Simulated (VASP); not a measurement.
Input of a VASP 6.6.1 run:

The input INCAR:

```
SYSTEM = ZnS
  ALGO = Normal
  EDIFF = 1E-6
  ENCUT = 500
  GGA = PS
  GGA_COMPAT = .False.
  ISIF = 2
  ISMEAR = 0
  ISYM = -1
  LASPH = .True.
  LCHARG = .False.
  LREAL = Auto
  LWAVE = .False.
  NBANDS = 96
  NELM = 120
  PREC = Accurate
  SIGMA = 0.1
```

The input KPOINTS:

```
explicit points
2
Reciprocal
  0.25000000   0.25000000   0.00000000 2
  0.25000000   0.75000000   0.00000000 2
```

POSCAR

```
ZnS
1.0
    0.0000000000     -6.5924320200      0.0000000000
    5.7092136021     -3.2962160100      0.0000000000
    0.0000000000     -2.1974773400      9.3519478348
Zn S
9 9
Direct
    0.6666955267      0.6666666667      0.9999134200
    0.3333621933      0.3333333333      0.9999134200
    0.0000288600      0.0000000000      0.9999134200
    0.4443972567      0.6666666667      0.6668082300
    0.1110639233      0.3333333333      0.6668082300
    0.7777305900      1.0000000000      0.6668082300
    0.2220532267      0.6666666667      0.3338403200
    0.8887198933      0.3333333333      0.3338403200
    0.5553865600      1.0000000000      0.3338403200
    0.5833994967      0.6666666667      0.2498015100
    0.2500661633      0.3333333333      0.2498015100
    0.9167328300      0.0000000000      0.2498015100
    0.1388243667      0.6666666667      0.5835269000
    0.8054910333      0.3333333333      0.5835269000
    0.4721577000      0.0000000000      0.5835269000
    0.3613041267      0.6666666667      0.9160876200
    0.0279707933      0.3333333333      0.9160876200
    0.6946374600      1.0000000000      0.9160876200
```

Potentials or basis: VASP PAW PBE potentials, release 64 (Zn, S).

Command:

```console
$ cat potpaw_PBE.64/Zn/POTCAR potpaw_PBE.64/S/POTCAR > POTCAR
$ mpirun -np 1 vasp_std > vasp.out
```

Estimate the band gap on the k mesh.

3.30 eV.

Predict the largest force.

0.044 eV/Å.

Estimate the pressure.

-1.2 GPa.

Forces in eV/Å, atoms in the order of the input:
```
Zn  -0.010  0.011  0.011
Zn  -0.010  0.011  0.011
Zn  -0.010  0.011  0.011
Zn  -0.011  0.005 -0.021
Zn  -0.010  0.005 -0.021
Zn  -0.011  0.005 -0.021
Zn   0.011  0.017 -0.007
Zn   0.011  0.017 -0.007
Zn   0.011  0.017 -0.007
S   -0.010  0.015  0.009
S   -0.010  0.015  0.009
S   -0.010  0.015  0.009
S    0.011 -0.040 -0.014
S    0.011 -0.040 -0.014
S    0.011 -0.040 -0.014
S    0.008 -0.008  0.022
S    0.008 -0.008  0.022
S    0.008 -0.008  0.022
```

Caveat: the PAW data sets were made with another functional, which shifts forces and pressure a little; a shifted mesh leaves out Γ, where band edges can lie. A k mesh can miss the band edges.
